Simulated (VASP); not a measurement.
Crystal: LuNb3Si3.

```
CELL_PARAMETERS angstrom
5.05829 0.00000 0.00000
0.00000 5.05829 0.00000
0.00000 0.00000 5.05829
ATOMIC_POSITIONS crystal
Lu 0.00000 0.00000 0.00000
Nb 0.00000 0.50000 0.50000
Nb 0.50000 0.00000 0.50000
Nb 0.50000 0.50000 0.00000
Si 0.50000 0.00000 0.00000
Si 0.00000 0.50000 0.00000
Si 0.00000 0.00000 0.50000
```

The cell was generated, and may not be a known phase.

- Program: VASP 6.6.1
- Task: relaxation of cell and atoms
- Functional: PBE
- Potentials or basis: VASP PAW PBE potentials, release 64 (Lu, Nb_sv, Si)
- Cutoff: 600 eV
- k mesh: 4 × 4 × 4
- Occupations: gaussian, width 0.1 eV
- Spin: no spin polarisation

At the start: pressure 6.6 GPa; volume 18.49 Å³/atom.

Problem. Where does the relaxation end?

Solution. Over 3 steps the energy falls by 18.9 meV/atom and the volume is 19.46 Å³/atom (+5.3 %); space group Pm-3m (No. 221, to 0.1 Å) before and after.

The path:
```
step  energy change (eV)  largest force (eV/Å)  pressure (GPa)  volume (Å³)
   1              0.0000                0.0000            6.57       129.42
   2              0.0221                0.0000           -5.90       144.15
   3             -0.1321                0.0000           -0.07       136.24
```

Final structure:
```
CELL_PARAMETERS angstrom
5.14554 0.00000 0.00000
0.00000 5.14554 0.00000
0.00000 0.00000 5.14554
ATOMIC_POSITIONS crystal
Lu 0.00000 0.00000 0.00000
Nb 0.00000 0.50000 0.50000
Nb 0.50000 0.00000 0.50000
Nb 0.50000 0.50000 0.00000
Si 0.50000 0.00000 0.00000
Si 0.00000 0.50000 0.00000
Si 0.00000 0.00000 0.50000
```
